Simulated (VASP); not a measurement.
# BiS (R-3m) in VASP: a series of runs

BiS is run at these levels: PBE-based screened hybrid with 25 % exact exchange, PBEsol-based screened hybrid with 25 % exact exchange; tasks: single point.

Everything below comes from runs of VASP 6.6.1. Logs are shortened: lines on timing, memory, paths and dates and some standing lists are left out, and cuts for length are marked.

## Step 1: The cell of the first run

The structure is trigonal, space group R-3m (No. 166). Conventional cell: a = 4.149 Å, b = 4.149 Å, c = 10.341 Å, α = 90.00°, β = 90.00°, γ = 120.00°. Bi (site symmetry -3m) has 6 S at 2.95 Å within 3.9 Å. Within 3.9 Å of S (site symmetry -3m) lie 6 Bi at 2.95 Å.

## Step 2: Single point, PBE-based screened hybrid with 25 % exact exchange

The input, POSCAR:

```
BiS
1.0
    2.0744580668      1.1976889216      3.4470476292
   -2.0744580668      1.1976889216      3.4470476292
    0.0000000000     -2.3953778482      3.4470476275
Bi S
1 1
Direct
    0.0000000000      0.0000000000      0.0000000000
    0.5000000000      0.5000000000      0.5000000000
```

The input, INCAR.step1:

```
SYSTEM = BiS
  PREC = Accurate
  ENCUT = 520
  EDIFF = 1E-5
  ISMEAR = -1
  SIGMA = 0.05
  LREAL = .FALSE.
  LASPH = .TRUE.
  NELM = 80
  ALGO = Normal
  ISIF = 2
  LWAVE = .TRUE.
  GGA = PE
  NBANDS = 18
```

The input, INCAR.step2:

```
SYSTEM = BiS
  PREC = Accurate
  ENCUT = 520
  EDIFF = 1E-6
  ISMEAR = -1
  SIGMA = 0.05
  LREAL = .FALSE.
  LASPH = .TRUE.
  NELM = 80
  ALGO = Normal
  ISIF = 2
  LWAVE = .FALSE.
  LCHARG = .TRUE.
  GGA = PE
  LHFCALC = .TRUE.
  AEXX = 0.25
  HFSCREEN = 0.3
  PRECFOCK = Normal
  LELF = .TRUE.
  LVHAR = .TRUE.
  ISTART = 1
  NBANDS = 18
```

The input, KPOINTS:

```
Automatic mesh
0
G
  4 4 4
  0 0 0
```

Potentials or basis: VASP PAW PBE potentials, release 64 (Bi_d, S).

Started as:

```bash
$ cat potpaw_PBE.64/Bi_d/POTCAR potpaw_PBE.64/S/POTCAR > POTCAR
$ cp INCAR.step1 INCAR
$ mpirun -np 1 vasp_std > vasp.out
$ cp INCAR.step2 INCAR
$ mpirun -np 1 vasp_std > vasp.out
```

OUTCAR:

```text
SYSTEM = BiS
   PREC = Accurate
   ENCUT = 520
   EDIFF = 1E-6
   ISMEAR = -1
   LREAL = .FALSE.
   LASPH = .TRUE.
   NELM = 80
   ISIF = 2
   GGA = PE
   LHFCALC = .TRUE.
   AEXX = 0.25
   HFSCREEN = 0.3
   PRECFOCK = Normal
   ISTART = 1

 ion  position               nearest neighbor table
   1  0.000  0.000  0.000-   2 2.95   2 2.95   2 2.95   2 2.95   2 2.95   2 2.95
   2  0.500  0.500  0.500-   1 2.95   1 2.95   1 2.95   1 2.95   1 2.95   1 2.95

  LATTYP: Found a trigonal (rhomboedric) cell.
 ALAT       =     4.1976150826
 COS(alpha) =     0.5115342774

  Lattice vectors:

 A1 = (   2.0744580668,   1.1976889216,   3.4470476292)
 A2 = (  -2.0744580668,   1.1976889216,   3.4470476292)
 A3 = (   0.0000000000,  -2.3953778482,   3.4470476275)

Analysis of symmetry for initial positions (statically):
=====================================================================
 Subroutine PRICEL returns:
 Original cell was already a primitive cell.

 Routine SETGRP: Setting up the symmetry group for a
 trigonal (rhombohedral) supercell.

 Subroutine GETGRP returns: Found 12 space group operations
 (whereof 12 operations were pure point group operations)
 out of a pool of 12 trial point group operations.

The static configuration has the point symmetry D_3d.

Analysis of symmetry for dynamics (positions and initial velocities):
=====================================================================
 Subroutine PRICEL returns:
 Original cell was already a primitive cell.

 Routine SETGRP: Setting up the symmetry group for a
 trigonal (rhombohedral) supercell.

 Subroutine GETGRP returns: Found 12 space group operations
 (whereof 12 operations were pure point group operations)
 out of a pool of 12 trial point group operations.

The dynamic configuration has the point symmetry D_3d.

 Subroutine INISYM returns: Found 12 space group operations
 (whereof 12 operations are pure point group operations),
 and found     1 'primitive' translations

----------------------------------------------------------------------------------------

                                     Primitive cell

  volume of cell :      51.3863

  direct lattice vectors                    reciprocal lattice vectors
     2.074458067  1.197688922  3.447047629     0.241026805  0.139156891  0.096701110
    -2.074458067  1.197688922  3.447047629    -0.241026805  0.139156891  0.096701110
     0.000000000 -2.395377848  3.447047627     0.000000000 -0.278313782  0.096701110

  length of vectors
     4.197615083  4.197615083  4.197615083     0.294634801  0.294634801  0.294634801

  position of ions in fractional coordinates (direct lattice)
     0.000000000  0.000000000  0.000000000
     0.500000000  0.500000000  0.500000000

  ion indices of the primitive-cell ions
   primitive index   ion index
                 1           1
                 2           2

----------------------------------------------------------------------------------------

 KPOINTS: Automatic mesh

Automatic generation of k-mesh.
 Grid dimensions read from file:
 generate k-points for:    4    4    4

 Generating k-lattice:

  Cartesian coordinates                     Fractional coordinates (reciprocal lattice)
     0.060256701  0.034789223  0.024175278     0.250000000  0.000000000  0.000000000
    -0.060256701  0.034789223  0.024175278     0.000000000  0.250000000  0.000000000
     0.000000000 -0.069578445  0.024175278     0.000000000  0.000000000  0.250000000

  Length of vectors
     0.073658700  0.073658700  0.073658700

  Shift w.r.t. Gamma in fractional coordinates (k-lattice)
     0.000000000  0.000000000  0.000000000

 Subroutine IBZKPT returns following result:
 ===========================================

 Found     13 irreducible k-points:

 Following reciprocal coordinates:
            Coordinates               Weight
  0.000000  0.000000  0.000000      1.000000
  0.250000 -0.000000 -0.000000      6.000000
  0.500000 -0.000000 -0.000000      3.000000
  0.250000  0.250000 -0.000000      6.000000
  0.500000  0.250000 -0.000000     12.000000
 -0.250000  0.250000  0.000000      6.000000
  0.500000  0.500000 -0.000000      3.000000
  0.250000  0.250000  0.250000      2.000000
  0.500000  0.250000  0.250000      6.000000
 -0.250000  0.250000  0.250000      6.000000
  0.500000  0.500000  0.250000      6.000000
 -0.250000  0.500000  0.250000      6.000000
  0.500000  0.500000  0.500000      1.000000
   k-points           NKPTS =     13   k-points in BZ     NKDIM =     64   number of bands    NBANDS=     18
   number of dos      NEDOS =    301   number of ions     NIONS =      2
   total plane-waves  NPLWV =  32768
   dimension x,y,z NGX =    32 NGY =   32 NGZ =   32
   dimension x,y,z NGXF=    64 NGYF=   64 NGZF=   64
   ions per type =               1   1
   NGX,Y,Z   is equivalent  to a cutoff of  12.67, 12.67, 12.67 a.u.
   NGXF,Y,Z  is equivalent  to a cutoff of  25.35, 25.35, 25.35 a.u.
 SYSTEM =  BiS
   PREC   = accura    normal or accurate (medium, high low for compatibility)
   ISTART =      1    job   : 0-new  1-cont  2-samecut
   ICHARG =      0    charge: 1-file 2-atom 10-const
   ISPIN  =      1    spin polarized calculation?
   LNONCOLLINEAR =      F non collinear calculations
   LSORBIT =      F    spin-orbit coupling
   LASPH  =      T    aspherical Exc in radial PAW
   ENCUT  =  520.0 eV  38.22 Ry    6.18 a.u.   7.80  7.80  7.80*2*pi/ulx,y,z
   NELM   =     80;   NELMIN=  2; NELMDL=  0     # of ELM steps
   EDIFF  = 0.1E-05   stopping-criterion for ELM
   LREAL  =      F    real-space projection
   EDIFFG = 0.1E-04   stopping-criterion for IOM
   NSW    =      0    number of steps for IOM
   IBRION =     -1    ionic relax: 0-MD 1-quasi-New 2-CG
   NFREE  =      0    steps in history (QN), initial steepest desc. (CG)
   ISIF   =      2    stress and relaxation
   ISYM   =      3    0-nonsym 1-usesym 2-fastsym
   POTIM  = 0.5000    time-step for ionic-motion
   TEBEG  =    0.0;   TEEND  =   0.0 temperature during run
   PSTRESS=    0.0 pullay stress
   NELECT =      21.0000    total number of electrons
   NUPDOWN=      -1.0000    fix difference up-down
   EMIN   =  10.00;   EMAX   =-10.00  energy-range for DOS
   EFERMI =   0.00;   METHOD = LEGACY
   ISMEAR =    -1;   SIGMA  =   0.05  broadening in eV -4-tet -1-fermi 0-gaus
   EFERMI_NEDOS =   21; number of points for ismear=-14 and -15
   IALGO  =     38    algorithm
   IMIX   =      1    mixing-type and parameters
     AMIX     =   0.40;   BMIX     =  1.00
     AMIX_MAG =   1.60;   BMIX_MAG =  1.00
  volume/ion in A,a.u.               =      25.69       173.39
  Fermi-wavevector in a.u.,A,eV,Ry     =   1.214877  2.295784 20.081183  1.475925
  Thomas-Fermi vector in A             =   2.350282
   LORBIT       =      0    0 simple, 1 ext, 2 COOP (PROOUT), +10 PAW based schemes
   GGA     = PE    functional components
   LHFCALC =     T    Hartree Fock is set to
   PRECFOCK=normal    Normal, Fast or Accurate (Low or Medium for compatibility)
   ENCUT4O =  -1.0   cutoff for four orbital integrals eV
   NKREDX  =     1    reduce k-point grid by
   NKREDY  =     1    reduce k-point grid by
   NKREDZ  =     1    reduce k-point grid by
   AEXX    =    0.2500 exact exchange contribution
   HFSCREEN=    0.3000 screening length (either q_TF or 0.3 A-1)
   HFSCREENC=   0.3000 screening length for correlation (either q_TF or 0.3 A-1)
   ENCUTFOCK=  -1.0 apply spherical cutoff to Coloumb kernel
   IVDW    =     0    specifies the selected vdW correction
   LEPSILON=     F    determine dielectric tensor
   LRPA    =     F    only Hartree local field effects (RPA)
 non-spin polarized calculation
  energy-cutoff  :      520.00
  volume of cell :       51.39
 maximum number of plane-waves:      1404
  NGX = 24; NGY = 24; NGZ = 24

 number of electron      21.0000001 magnetization

 Free energy of the ion-electron system (eV)
  ---------------------------------------------------
  ext. energy  EPLUGINS =         0.00000000
  ---------------------------------------------------
  free energy    TOTEN  =        -9.42293542 eV

  energy without entropy =       -9.41288110  energy(sigma->0) =       -9.41790826

 E-fermi :   7.4241     XC(G=0):  -8.4316

 val. band max:        7.2776177397   @ k =  -0.2500   0.5000   0.2500
 cond. band min:       7.4597332247   @ k =  -0.2500   0.2500   0.0000
 fundamental gap:      0.1821154851
 Fermi energy:         7.4240727245

 k-point     1 :       0.0000    0.0000    0.0000
  band No.  band energies     occupation
      1     -18.3688      2.00000
      2     -18.3688      2.00000
      3     -18.3560      2.00000
      4     -18.3552      2.00000
      5     -18.3552      2.00000
      6      -9.6437      2.00000
[... 10 lines left out ...]
     17      15.0440      0.00000
     18      15.2000      0.00000

 k-point     2 :       0.2500   -0.0000   -0.0000
  band No.  band energies     occupation
      1     -18.3714      2.00000
      2     -18.3621      2.00000
      3     -18.3576      2.00000
      4     -18.3561      2.00000
      5     -18.3442      2.00000
      6      -9.0008      2.00000
[... 10 lines left out ...]
     17      18.0241      0.00000
     18      18.3402      0.00000

 k-point     3 :       0.5000   -0.0000   -0.0000
  band No.  band energies     occupation
      1     -18.3767      2.00000
      2     -18.3685      2.00000
      3     -18.3573      2.00000
      4     -18.3437      2.00000
      5     -18.3326      2.00000
      6      -7.8812      2.00000
[... 10 lines left out ...]
     17      17.0018      0.00000
     18      18.6127      0.00000

 k-point     4 :       0.2500    0.2500   -0.0000
  band No.  band energies     occupation
      1     -18.3798      2.00000
      2     -18.3661      2.00000
      3     -18.3564      2.00000
      4     -18.3458      2.00000
      5     -18.3422      2.00000
      6      -8.8156      2.00000
[... 144 lines left out ...]
      4     -18.3376      2.00000
      5     -18.3353      2.00000
      6      -7.8238      2.00000
[... 10 lines left out ...]
     17      17.9723      0.00000
     18      18.5960      0.00000

 k-point    12 :      -0.2500    0.5000    0.2500
  band No.  band energies     occupation
      1     -18.3886      2.00000
      2     -18.3584      2.00000
      3     -18.3552      2.00000
      4     -18.3483      2.00000
      5     -18.3289      2.00000
      6      -7.4728      2.00000
[... 10 lines left out ...]
     17      19.1093      0.00000
     18      19.2700      0.00000

 k-point    13 :       0.5000    0.5000    0.5000
  band No.  band energies     occupation
      1     -18.3784      2.00000
      2     -18.3784      2.00000
      3     -18.3504      2.00000
      4     -18.3370      2.00000
      5     -18.3370      2.00000
      6      -7.9138      2.00000
[... 10 lines left out ...]
     17      16.7255      0.00000
     18      18.6876      0.00000

------------------------ aborting loop because EDIFF is reached ----------------------------------------

  FORCE on cell =-STRESS in cart. coord.  units (eV):
  Direction    XX          YY          ZZ          XY          YZ          ZX
  --------------------------------------------------------------------------------------
  -------------------------------------------------------------------------------------
  Total       -0.1279030     -0.1279030     -0.1177783      0.0000000     -0.0000000      0.0000000
  in kB       -3.9878969     -3.9878969     -3.6722204      0.0000000     -0.0000000      0.0000000
  external PRESSURE =      -3.8826714 kB  Pullay stress =       0.0000000 kB

 VOLUME and BASIS-vectors are now :
 -----------------------------------------------------------------------------
  energy-cutoff  :      520.00
  volume of cell :       51.39
      direct lattice vectors                 reciprocal lattice vectors
     2.074458067  1.197688922  3.447047629     0.241026805  0.139156891  0.096701110
    -2.074458067  1.197688922  3.447047629    -0.241026805  0.139156891  0.096701110
     0.000000000 -2.395377848  3.447047627     0.000000000 -0.278313782  0.096701110

 POSITION                                       TOTAL-FORCE (eV/Angst)
 -----------------------------------------------------------------------------------
      0.00000      0.00000      0.00000         0.000000      0.000000      0.000000
      0.00000     -0.00000      5.17057         0.000000     -0.000000     -0.000000
 -----------------------------------------------------------------------------------
    total drift:                                0.000001     -0.000002     -0.000003

  FREE ENERGIE OF THE ION-ELECTRON SYSTEM (eV)
  ---------------------------------------------------
  free  energy   TOTEN  =        -9.4229354231 eV

  energy  without entropy=       -9.4128811012  energy(sigma->0) =       -9.41790826
```

Run time: 24 min. Hardware: 1 thread of AMD EPYC, shared host; peak memory 0.26 GiB.

Results:

```
Free energy            : -9.4229 eV
Pressure               : -0.4 GPa
Band gap on the k mesh : zero (an odd number of electrons rules out a gap without spin polarisation)
```

Levels at points of the mesh, in eV from the Fermi level:
| k point | band 7 | band 8 | band 9 | band 10 | band 11 | band 12 | band 13 | band 14 |
| --- | --- | --- | --- | --- | --- | --- | --- | --- |
| (0.00, 0.00, 0.00) | -9.66 | -4.26 | -4.10 | -4.10 | 2.96 | 2.96 | 3.00 | 5.28 |
| (0.50, 0.00, 0.00) | -12.91 | -3.73 | -3.67 | -2.32 | -1.69 | -0.46 | -0.39 | 7.59 |
| (0.50, 0.50, 0.00) | -11.40 | -7.64 | -5.75 | -5.62 | 2.43 | 3.81 | 3.81 | 4.23 |
| (0.50, 0.50, 0.50) | -12.99 | -3.63 | -3.63 | -2.22 | -1.55 | -0.29 | -0.29 | 7.56 |

Caveat: the k points lie up to 0.46 Å⁻¹ apart, too coarse for converged energies and pressures of a metal; the PAW data sets were made with another functional, which shifts forces and pressure a little; spin-orbit coupling is left out, which moves the levels of the heavy elements.

## Step 3: Single point, PBEsol-based screened hybrid with 25 % exact exchange

This run uses another cell than the first one, of 26.97 Å³/atom.

The input, POSCAR:

```
BiS
1.0
    2.1092708700      1.2177881000      3.5004874800
   -2.1092708700      1.2177881000      3.5004874800
    0.0000000000     -2.4355762100      3.5004874800
Bi S
1 1
Direct
    0.0000000000      0.0000000000      0.0000000000
    0.5000000000      0.5000000000      0.5000000000
```

The input, INCAR.step1:

```
SYSTEM = BiS
PREC = Accurate
ENCUT = 520
EDIFF = 1E-5
ISMEAR = -1
SIGMA = 0.05
LREAL = .FALSE.
LASPH = .TRUE.
NELM = 100
ALGO = Normal
ISIF = 2
LWAVE = .TRUE.
LCHARG = .FALSE.
NBANDS = 18
GGA = PE
```

The input, INCAR.step2:

```
SYSTEM = BiS
PREC = Accurate
ENCUT = 520
EDIFF = 1E-7
ISMEAR = -1
SIGMA = 0.05
LREAL = .FALSE.
LASPH = .TRUE.
NELM = 100
ALGO = Normal
ISIF = 2
LWAVE = .FALSE.
LCHARG = .FALSE.
GGA = PS
LHFCALC = .TRUE.
AEXX = 0.25
HFSCREEN = 0.207
PRECFOCK = Normal
NBANDS = 18
ISTART = 1
```

The input, KPOINTS:

```
regular mesh
0
G
  4 4 4
  0 0 0
```

Potentials or basis: VASP PAW PBE potentials, release 64 (Bi_d, S).

Started as:

```bash
$ cat potpaw_PBE.64/Bi_d/POTCAR potpaw_PBE.64/S/POTCAR > POTCAR
$ cp INCAR.step1 INCAR
$ mpirun -np 1 vasp_std > vasp.out
$ cp INCAR.step2 INCAR
$ mpirun -np 1 vasp_std > vasp.out
```

It took 48 min on 1 thread of AMD EPYC, shared host; peak memory 0.26 GiB.

Results (log left out):

* Free energy: -10.2235 eV
* Pressure: -5.2 GPa
* Band gap on the k mesh: zero (an odd number of electrons rules out a gap without spin polarisation)

Stress tensor (GPa, compression positive):
```
-5.13  0.00  0.00
 0.00 -5.13  0.00
 0.00  0.00 -5.23
```

Levels at points of the mesh, in eV from the Fermi level:
```tsv
k point	band 8	band 9	band 10	band 11	band 12	band 13
(0.00, 0.00, 0.00)	-4.18	-4.03	-4.03	2.85	2.85	2.89
(0.50, 0.00, 0.00)	-3.65	-3.60	-2.46	-1.71	-0.43	-0.37
(0.50, 0.50, 0.00)	-7.46	-5.62	-5.51	2.63	3.64	3.65
(0.50, 0.50, 0.50)	-3.57	-3.57	-2.37	-1.59	-0.27	-0.27
```

Caveat: the k points lie up to 0.46 Å⁻¹ apart, too coarse for converged energies and pressures of a metal; the PAW data sets were made with another functional, which shifts forces and pressure a little; spin-orbit coupling is left out, which moves the levels of the heavy elements.

The gap in the log of VASP goes by the Fermi energy; the results here count the filled bands.